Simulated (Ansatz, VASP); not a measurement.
Cs3SI in VASP and in Ansatz

```
Cs S I
1.0
     6.61439    0.00000    0.00000
     0.00000    6.61439    0.00000
     0.00000    0.00000    6.61439
Cs S I
3 1 1
Direct
  0.00000 0.50000 0.50000
  0.50000 0.00000 0.50000
  0.50000 0.50000 0.00000
  0.50000 0.50000 0.50000
  0.00000 0.00000 0.00000
```

Alike in both runs: functional PBE; k mesh 4 × 4 × 4; occupations gaussian, width 0.1 eV; no spin polarisation.

Ansatz relaxed the structure, and its values are those at the end. VASP's run is a single point on that final structure, the one shown.

|  | VASP | Ansatz |
| --- | --- | --- |
| version | VASP 6.6.1 | Ansatz 0.2.0 |
| potentials or method | VASP PAW PBE potentials, release 64 (Cs_sv, S, I), cutoff 520 eV | scalar-relativistic, plane waves, PAW |
| valence electrons in the cell | 40 | 50 |

```tsv
	VASP	Ansatz	Ansatz less VASP
gap on the k mesh at the Fermi level (eV)	1.05	1.08	+0.035
least direct gap on the mesh (eV)	1.05	1.08	+0.035
pressure (GPa)	0.4	0.3	-0.05
```

With one functional, cell and mesh, what is left measures potentials, basis and numerics. VASP's potentials hold 40 valence electrons a cell and Ansatz's 50, so a difference there can come from the potentials and not from the codes.

Spin-orbit coupling is off throughout.
